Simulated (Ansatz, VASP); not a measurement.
## TaN: VASP beside Ansatz

```
Ta N
1.0
     3.08157    0.00000    0.00000
     1.54079    2.66872    0.00000
     1.54079    0.88957    2.51609
Ta N
1 1
Cartesian
  3.0816 1.7791 1.2580
  0.0000 0.0000 0.0000
```

Alike in both runs: task single point; functional PBE; k mesh 11 × 11 × 11; no spin polarisation.

|  | VASP | Ansatz |
| --- | --- | --- |
| version | VASP 6.6.1 | Ansatz 0.2.0 |
| potentials or method | VASP PAW PBE potentials, release 64 (Ta_pv, N), cutoff 520 eV | plane waves, PAW |
| occupations | methfessel-paxton of order 1, width 0.1 eV | cold, width 0.1 eV |
| valence electrons in the cell | 16 | 18 |

```csv
,VASP,Ansatz,Ansatz less VASP
pressure (GPa),15.5,14.6,-0.95
```

VASP's potentials hold 16 valence electrons a cell and Ansatz's 18, so a difference there can come from the potentials and not from the codes.

Spin-orbit coupling is off throughout.
